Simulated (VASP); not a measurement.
# AlIn2Sb3: single point with PBE

AlIn2Sb3:

```
Al In Sb
1.0
     3.15867    1.82366    5.08090
    -3.15867    1.82366    5.08090
     0.00000   -3.64732    5.08090
Al In Sb
1 2 3
Direct
  0.00000 0.00000 0.00000
  0.62892 0.62892 0.62892
  0.37108 0.37108 0.37108
  0.00000 0.50000 0.00000
  0.50000 0.00000 0.00000
  0.00000 0.00000 0.50000
```

The cell was built from a structure type or drawn by symmetry, and may not be a known phase.

```json
{"Program": "VASP 6.6.1", "Task": "single point", "Functional": "PBE", "Potentials or basis": "VASP PAW PBE potentials, release 64 (Al, In_d, Sb)", "Cutoff": "520 eV", "k mesh": "3 × 3 × 3", "Occupations": "gaussian, width 0.1 eV", "Spin": "no spin polarisation"}
```

| Quantity | Value |
| --- | --- |
| Pressure | -1.3 GPa |
| Largest force | 0.077 eV/Å |
| Band gap on the k mesh | zero (bands 22 and 23 overlap by 0.44 eV) |

Forces in eV/Å, atoms in the order of the input:
```
Al   0.000  0.000  0.000
In   0.000  0.000  0.077
In   0.000  0.000 -0.077
Sb   0.000  0.000  0.000
Sb   0.000  0.000  0.000
Sb   0.000  0.000  0.000
```

Stress tensor (GPa, compression positive):
```
-2.25  0.00  0.00
 0.00 -2.25  0.00
 0.00  0.00  0.48
```

Levels at points of the mesh, in eV from the Fermi level:
| k point | band 19 | band 20 | band 21 | band 22 | band 23 | band 24 | band 25 | band 26 |
| --- | --- | --- | --- | --- | --- | --- | --- | --- |
| (0.00, 0.00, 0.00) | -3.40 | -3.06 | -2.07 | -2.07 | -0.41 | -0.41 | -0.39 | 2.78 |

Wall time 28 s on 1 thread of AMD EPYC 9R45 96-Core Processor (Zen 5), on a shared host, peak memory 0.29 GiB.

Caveat: the k points lie up to 0.41 Å⁻¹ apart; semilocal functionals underestimate gaps, so a narrow gap can read as zero; spin-orbit coupling is left out, which moves the levels of the heavy elements.
